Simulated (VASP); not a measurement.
Here is a VASP 6.6.1 calculation.

INCAR

```
SYSTEM = SnTe2
PREC = Accurate
ENCUT = 500
EDIFF = 1E-6
ISMEAR = 0
SIGMA = 0.05
LREAL = .FALSE.
LASPH = .TRUE.
NELM = 120
ALGO = Normal
ISIF = 2
LWAVE = .FALSE.
LCHARG = .FALSE.
GGA = PE
NBANDS = 20
GGA_COMPAT = .FALSE.
```

Contents of KPOINTS:

```
Automatic mesh
0
G
  4 4 4
  0 0 0
```

Contents of POSCAR:

```
SnTe2
1.0
    0.0000000000      3.7325555306      3.7325555306
    3.7325555306      0.0000000000      3.7325555306
    3.7325555306      3.7325555306      0.0000000000
Sn Te
1 2
Direct
    0.0000000000      0.0000000000      0.0000000000
    0.2500000000      0.2500000000      0.2500000000
    0.7500000000      0.7500000000      0.7500000000
```

Potentials or basis: VASP PAW PBE potentials, release 64 (Sn_d, Te).

Run with:

```sh
$ cat potpaw_PBE.64/Sn_d/POTCAR potpaw_PBE.64/Te/POTCAR > POTCAR
$ mpirun -np 1 vasp_std > vasp.out
```

What does it give for the band gap on the k mesh?

Zero (band 13 reaches 5.92 eV, above the bottom of band 14 at 3.92 eV).

Estimate the pressure.

0.0 GPa.

Caveat: the k points lie up to 0.36 Å⁻¹ apart; spin-orbit coupling is left out, which moves the levels of the heavy elements.
